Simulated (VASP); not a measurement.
# BaTiO3 (Pm) in VASP: single point with r2SCAN

Aim: the single point of BaTiO3 with r2SCAN.

Everything below comes from runs of VASP 6.6.1. Logs are shortened: lines on timing, memory, paths and dates and some standing lists are left out, and cuts for length are marked.

### Step 1. The cell of the first run

The structure is monoclinic, space group Pm (No. 6). Conventional cell: a = 4.053 Å, b = 3.963 Å, c = 12.214 Å, α = 90.00°, β = 95.39°, γ = 90.00°. Within 3.1 Å of Ba (site symmetry m) lie 11 O at 2.09 to 3.09 Å and 2 Ti at 3.01 Å. Within 3.7 Å of Ba (site symmetry m) lie 12 O at 2.77 to 2.98 Å and 8 Ti at 3.42 to 3.57 Å. Within 3.7 Å of Ba (site symmetry m) lie 12 O at 2.77 to 2.98 Å and 8 Ti at 3.42 to 3.57 Å. Ti (site symmetry m) has 6 O at 1.85 to 2.46 Å within 2.5 Å. Within 2.5 Å of Ti (site symmetry m) lie 6 O at 1.85 to 2.21 Å. Within 2.5 Å of Ti (site symmetry m) lie 6 O at 1.85 to 2.21 Å. O (site symmetry m) has 2 Ti at 1.99 Å and 1 Ba at 2.09 Å within 2.6 Å. Within 2.6 Å of O (site symmetry m) lie 2 Ti at 1.99 Å.

### Step 2. Single point, r2SCAN (the part above a cut slid along it)

File POSCAR:

```
BaTiO3
1.0
    0.0000000000      2.8579801945     -2.8741509136
   -3.9633322398      0.0000000000      0.0000000000
    0.0000000000      9.4313346420      7.7602074666
Ba Ti O
3 3 9
Direct
    0.7158385907      0.0000000000      0.9196549725
    0.9158385907      0.0000000000      0.2529883058
    0.8158385907      0.0000000000      0.5863216392
    0.4487272215      0.5000000000      0.0915069026
    0.3487272215      0.5000000000      0.4248402359
    0.2487272215      0.5000000000      0.7581735692
    0.4857134453      1.0000000000      0.0802989560
    0.3857134453      1.0000000000      0.4136322893
    0.2857134453      1.0000000000      0.7469656226
   -0.0044703767      0.5000000000      0.0815433816
   -0.1044703767      0.5000000000      0.4148767149
   -0.2044703767      0.5000000000      0.7482100483
    0.4329991190      0.5000000000      0.2435691207
    0.3329991190      0.5000000000      0.5769024541
    0.2329991190      0.5000000000      0.9102357874
```

File INCAR.step1:

```
  PREC = Accurate
  ENCUT = 520
  ISMEAR = 0
  SIGMA = 0.05
  LREAL = Auto
  LASPH = True
  NELM = 80
  NBANDS = 73
  GGA = PE
  ALGO = Normal
  EDIFF = 1E-4
  LWAVE = True
  LCHARG = False
```

File INCAR.step2:

```
  PREC = Accurate
  ENCUT = 520
  EDIFF = 1E-6
  ISMEAR = 0
  SIGMA = 0.05
  LREAL = Auto
  LASPH = True
  NELM = 80
  ALGO = Normal
  ISIF = 2
  LWAVE = False
  LCHARG = True
  METAGGA = R2SCAN
  LMIXTAU = True
  LELF = True
  LVHAR = True
  NBANDS = 73
  ISTART = 1
```

File KPOINTS:

```
regular mesh
0
Gamma
  6 6 2
```

Potentials or basis: VASP PAW PBE potentials, release 64 (Ba_sv, Ti_sv, O).

Command:

```
$ cat potpaw_PBE.64/Ba_sv/POTCAR potpaw_PBE.64/Ti_sv/POTCAR potpaw_PBE.64/O/POTCAR > POTCAR
$ cp INCAR.step1 INCAR
$ mpirun -np 1 vasp_std > vasp.out
$ cp INCAR.step2 INCAR
$ mpirun -np 1 vasp_std > vasp.out
```

OUTCAR:

```text
PREC = Accurate
   ENCUT = 520
   EDIFF = 1E-6
   ISMEAR = 0
   LREAL = Auto
   LASPH = True
   NELM = 80
   ISIF = 2
   METAGGA = R2SCAN
   ISTART = 1

 ion  position               nearest neighbor table
   1  0.716  0.000  0.920-   7 2.09  15 2.80  15 2.80   9 2.86  12 2.88  12 2.88  15 2.88  15 2.88
                             9 2.98   4 3.01   4 3.01  10 3.09  10 3.09   6 3.42   6 3.42   6 3.48
   2  0.916  0.000  0.253-   8 2.77  13 2.80  13 2.80  11 2.80  11 2.80   7 2.86   8 2.86  10 2.88
                            10 2.88  13 2.88  13 2.88   7 2.98   4 3.42   4 3.42   4 3.48   4 3.48
   3  0.816  0.000  0.586-   9 2.77  14 2.80  14 2.80  12 2.80  12 2.80   9 2.86   8 2.86  14 2.88
                            14 2.88  11 2.88  11 2.88   8 2.98   5 3.42   5 3.42   6 3.48   6 3.48
   4  0.449  0.500  0.092-  13 1.85  10 1.85   7 1.99   7 1.99  10 2.21   1 3.01   1 3.01   2 3.42
                             2 3.42   2 3.48   2 3.48
   5  0.349  0.500  0.425-  11 1.85  14 1.85   8 1.99   8 1.99  11 2.21  13 2.21   3 3.42   3 3.42
                             3 3.48   3 3.48   2 3.48   2 3.48   2 3.57   2 3.57
   6  0.249  0.500  0.758-  12 1.85  15 1.85   9 1.99   9 1.99  14 2.21  12 2.21   1 3.42   1 3.42
                             3 3.48   3 3.48   1 3.48   1 3.48   3 3.57   3 3.57
   7  0.486  0.000  0.080-   4 1.99   4 1.99   1 2.09   2 2.86   2 2.98
   8  0.386  0.000  0.414-   5 1.99   5 1.99   2 2.77   3 2.86   2 2.86   3 2.98
   9  0.286  0.000  0.747-   6 1.99   6 1.99   3 2.77   3 2.86   1 2.86   1 2.98
  10  0.996  0.500  0.082-   4 1.85   4 2.21   2 2.88   2 2.88   1 3.09   1 3.09
  11  0.896  0.500  0.415-   5 1.85   5 2.21   2 2.80   2 2.80   3 2.88   3 2.88
  12  0.796  0.500  0.748-   6 1.85   6 2.21   3 2.80   3 2.80   1 2.88   1 2.88
  13  0.433  0.500  0.244-   4 1.85   5 2.21   2 2.80   2 2.80   2 2.88   2 2.88
  14  0.333  0.500  0.577-   5 1.85   6 2.21   3 2.80   3 2.80   3 2.88   3 2.88
  15  0.233  0.500  0.910-   6 1.85   1 2.80   1 2.80   1 2.88   1 2.88

  LATTYP: Found a simple monoclinic cell.
 ALAT       =     4.0532449058
 B/A-ratio  =     0.9778171149
 C/A-ratio  =     3.0132779898
 COS(beta)  =    -0.0939421258

  Lattice vectors:

 A1 = (   0.0000000000,   2.8579801945,  -2.8741509136)
 A2 = (   3.9633322398,   0.0000000000,   0.0000000000)
 A3 = (   0.0000000000,  -9.4313346420,  -7.7602074666)

Analysis of symmetry for initial positions (statically):
=====================================================================
 Subroutine PRICEL returns:
 Original cell was already a primitive cell.

 Routine SETGRP: Setting up the symmetry group for a
 simple monoclinic supercell.

 Subroutine GETGRP returns: Found  2 space group operations
 (whereof  2 operations were pure point group operations)
 out of a pool of  4 trial point group operations.

The static configuration has the point symmetry C_1h.

Analysis of symmetry for dynamics (positions and initial velocities):
=====================================================================
 Subroutine PRICEL returns:
 Original cell was already a primitive cell.

 Routine SETGRP: Setting up the symmetry group for a
 simple monoclinic supercell.

 Subroutine GETGRP returns: Found  2 space group operations
 (whereof  2 operations were pure point group operations)
 out of a pool of  4 trial point group operations.

The dynamic configuration has the point symmetry C_1h.

 Subroutine INISYM returns: Found  2 space group operations
 (whereof  2 operations are pure point group operations),
 and found     1 'primitive' translations

----------------------------------------------------------------------------------------

                                     Primitive cell

  volume of cell :     195.3352

  direct lattice vectors                    reciprocal lattice vectors
     0.000000000  2.857980195 -2.874150914     0.000000000  0.157453855 -0.191360863
    -3.963332240  0.000000000  0.000000000    -0.252312938  0.000000000  0.000000000
     0.000000000  9.431334642  7.760207467     0.000000000  0.058316243  0.057988140

  length of vectors
     4.053244906  3.963332240 12.213553662     0.247811817  0.252312938  0.082239945

  position of ions in fractional coordinates (direct lattice)
     0.715838591  0.000000000  0.919654972
     0.915838591  0.000000000  0.252988306
     0.815838591  0.000000000  0.586321639
     0.448727222  0.500000000  0.091506903
     0.348727221  0.500000000  0.424840236
[... 48 lines left out ...]
     0.000000000  0.000000000  0.000000000

 Subroutine IBZKPT returns following result:
 ===========================================

 Found     32 irreducible k-points:

 Following reciprocal coordinates:
            Coordinates               Weight
  0.000000  0.000000  0.000000      1.000000
  0.166667  0.000000  0.000000      2.000000
  0.333333  0.000000  0.000000      2.000000
  0.500000  0.000000  0.000000      1.000000
  0.000000  0.166667  0.000000      2.000000
  0.166667  0.166667  0.000000      4.000000
[... 16 lines left out ...]
  0.333333  0.166667  0.500000      4.000000
  0.500000  0.166667  0.500000      2.000000
 [... further k-points ...]
   k-points           NKPTS =     32   k-points in BZ     NKDIM =     32   number of bands    NBANDS=     73
   number of dos      NEDOS =    301   number of ions     NIONS =     15
   total plane-waves  NPLWV =  86400
   dimension x,y,z NGX =    30 NGY =   30 NGZ =   96
   dimension x,y,z NGXF=    60 NGYF=   60 NGZF=  192
   ions per type =               3   3   9
   NGX,Y,Z   is equivalent  to a cutoff of  12.30, 12.58, 13.07 a.u.
   NGXF,Y,Z  is equivalent  to a cutoff of  24.61, 25.17, 26.13 a.u.
 SYSTEM =  unknown system
   PREC   = accura    normal or accurate (medium, high low for compatibility)
   ISTART =      1    job   : 0-new  1-cont  2-samecut
   ICHARG =      0    charge: 1-file 2-atom 10-const
   ISPIN  =      1    spin polarized calculation?
   LNONCOLLINEAR =      F non collinear calculations
   LSORBIT =      F    spin-orbit coupling
   LASPH  =      T    aspherical Exc in radial PAW
   ENCUT  =  520.0 eV  38.22 Ry    6.18 a.u.   7.54  7.37 22.71*2*pi/ulx,y,z
   NELM   =     80;   NELMIN=  2; NELMDL=  0     # of ELM steps
   EDIFF  = 0.1E-05   stopping-criterion for ELM
   LREAL  =      T    real-space projection
   EDIFFG = 0.1E-04   stopping-criterion for IOM
   NSW    =      0    number of steps for IOM
   IBRION =     -1    ionic relax: 0-MD 1-quasi-New 2-CG
   NFREE  =      0    steps in history (QN), initial steepest desc. (CG)
   ISIF   =      2    stress and relaxation
   ISYM   =      2    0-nonsym 1-usesym 2-fastsym
   POTIM  = 0.5000    time-step for ionic-motion
   TEBEG  =    0.0;   TEEND  =   0.0 temperature during run
   PSTRESS=    0.0 pullay stress
   NELECT =     120.0000    total number of electrons
   NUPDOWN=      -1.0000    fix difference up-down
   EMIN   =  10.00;   EMAX   =-10.00  energy-range for DOS
   EFERMI =   0.00;   METHOD = LEGACY
   ISMEAR =     0;   SIGMA  =   0.05  broadening in eV -4-tet -1-fermi 0-gaus
   EFERMI_NEDOS =   21; number of points for ismear=-14 and -15
   IALGO  =     38    algorithm
   IMIX   =      4    mixing-type and parameters
     AMIX     =   0.40;   BMIX     =  1.00
     AMIX_MAG =   1.60;   BMIX_MAG =  1.00
  volume/ion in A,a.u.               =      13.02        87.88
  Fermi-wavevector in a.u.,A,eV,Ry     =   1.391688  2.629908 26.351685  1.936794
  Thomas-Fermi vector in A             =   2.515503
   LORBIT       =      0    0 simple, 1 ext, 2 COOP (PROOUT), +10 PAW based schemes
   METAGGA = R2SCAN    functional components
   LHFCALC =     F    Hartree Fock is set to
   AEXX    =    0.0000 exact exchange contribution
   IVDW    =     0    specifies the selected vdW correction
   LEPSILON=     F    determine dielectric tensor
   LRPA    =     F    only Hartree local field effects (RPA)
 non-spin polarized calculation
 Gauss-broadening in eV      SIGMA  =   0.05
  energy-cutoff  :      520.00
  volume of cell :      195.34
 maximum number of plane-waves:      5309
   NGX = 15   NGY = 15   NGZ = 45

 number of electron     119.9999967 magnetization

 Free energy of the ion-electron system (eV)
  ---------------------------------------------------
  ext. energy  EPLUGINS =         0.00000000
  ---------------------------------------------------
  free energy    TOTEN  =      -218.92833183 eV

  energy without entropy =     -218.92833183  energy(sigma->0) =     -218.92833183

 E-fermi :   4.1751     XC(G=0): -11.7867

 val. band max:        3.7659418509   @ k =   0.5000   0.5000   0.5000
 cond. band min:       5.7063512508   @ k =   0.0000   0.0000   0.0000
 fundamental gap:      1.9404093999
 Fermi energy:         4.1750582695

 k-point     1 :       0.0000    0.0000    0.0000
  band No.  band energies     occupation
      1     -55.7147      2.00000
      2     -55.1780      2.00000
      3     -54.6678      2.00000
      4     -31.0485      2.00000
      5     -30.9391      2.00000
      6     -30.8307      2.00000
[... 1789 lines left out ...]
     71       9.2465      0.00000
     72       9.5801      0.00000

 [... further k-points ...]

 [bands above 72 left out]

------------------------ aborting loop because EDIFF is reached ----------------------------------------

  FORCE on cell =-STRESS in cart. coord.  units (eV):
  Direction    XX          YY          ZZ          XY          YZ          ZX
  --------------------------------------------------------------------------------------
  -------------------------------------------------------------------------------------
  Total        4.7165575     -1.5254315     22.5138167      0.0000000     10.1253705      0.0000000
  in kB       38.6861227    -12.5118859    184.6627061      0.0000000     83.0502596      0.0000000
  external PRESSURE =      70.2789810 kB  Pullay stress =       0.0000000 kB

 VOLUME and BASIS-vectors are now :
 -----------------------------------------------------------------------------
  energy-cutoff  :      520.00
  volume of cell :      195.34
      direct lattice vectors                 reciprocal lattice vectors
     0.000000000  2.857980195 -2.874150914     0.000000000  0.157453855 -0.191360863
    -3.963332240  0.000000000  0.000000000    -0.252312938  0.000000000  0.000000000
     0.000000000  9.431334642  7.760207467     0.000000000  0.058316243  0.057988140

 POSITION                                       TOTAL-FORCE (eV/Angst)
 -----------------------------------------------------------------------------------
      0.00000     10.71943      5.07929         0.000000     -3.085299     -8.193253
      0.00000      5.00347     -0.66902         0.000000      0.122724     -0.008024
      0.00000      7.86145      2.20513         0.000000      0.225989      0.196516
     -1.98167      2.14549     -0.57960         0.000000      0.313177      3.217882
     -1.98167      5.00347      2.29455         0.000000      0.539454      0.278081
     -1.98167      7.86145      5.16870         0.000000      0.392086     -0.008015
      0.00000      2.14549     -0.77288         0.000000      2.446038      5.504281
      0.00000      5.00347      2.10127         0.000000     -0.174057     -0.138277
      0.00000      7.86145      4.97542         0.000000     -0.043106     -0.204859
     -1.98167      3.61427     -2.22851         0.000000      0.448879      2.357299
     -1.98167      6.47225      0.64564         0.000000     -0.245234     -0.004806
     -1.98167      9.33023      3.51979         0.000000     -0.212118      0.160686
     -1.98167      3.53468      0.64564         0.000000     -0.511383     -0.358619
     -1.98167      6.39266      3.51979         0.000000     -0.309685     -0.300044
     -1.98167      9.25065      6.39394         0.000000      0.092536     -2.498849
 -----------------------------------------------------------------------------------
    total drift:                               -0.000000      0.056844     -0.039405

  FREE ENERGIE OF THE ION-ELECTRON SYSTEM (eV)
  ---------------------------------------------------
  free  energy   TOTEN  =      -218.9283318294 eV

  energy  without entropy=     -218.9283318294  energy(sigma->0) =     -218.92833183
```

Run time: 19 min. Hardware: 1 thread of AMD EPYC 9R45 (Zen 5), shared host; peak memory 0.45 GiB.

What came out:

- Free energy: -218.9283 eV
- Pressure: 7.0 GPa
- Largest force: 8.755 eV/Å
- Band gap on the k mesh: 1.94 eV (least direct gap 2.13 eV)

Forces on the atoms (eV/Å):
```
Ba   0.000 -3.085 -8.193
Ba   0.000  0.123 -0.008
Ba   0.000  0.226  0.197
Ti   0.000  0.313  3.218
Ti   0.000  0.539  0.278
Ti   0.000  0.392 -0.008
O    0.000  2.446  5.504
O    0.000 -0.174 -0.138
O    0.000 -0.043 -0.205
O    0.000  0.449  2.357
O    0.000 -0.245 -0.005
O    0.000 -0.212  0.161
O    0.000 -0.511 -0.359
O    0.000 -0.310 -0.300
O    0.000  0.093 -2.499
```

Stress tensor (GPa, compression positive):
```
 3.87  0.00  0.00
 0.00 -1.25  8.31
 0.00  8.31 18.47
```

Caveat: the cell differs from its parent crystal (the part above a cut slid along it); the stress differs along the axes, from -1 to 18 GPa; the PAW data sets were made with another functional, which shifts forces and pressure a little; spin-orbit coupling is left out, which moves the levels of the heavy elements.
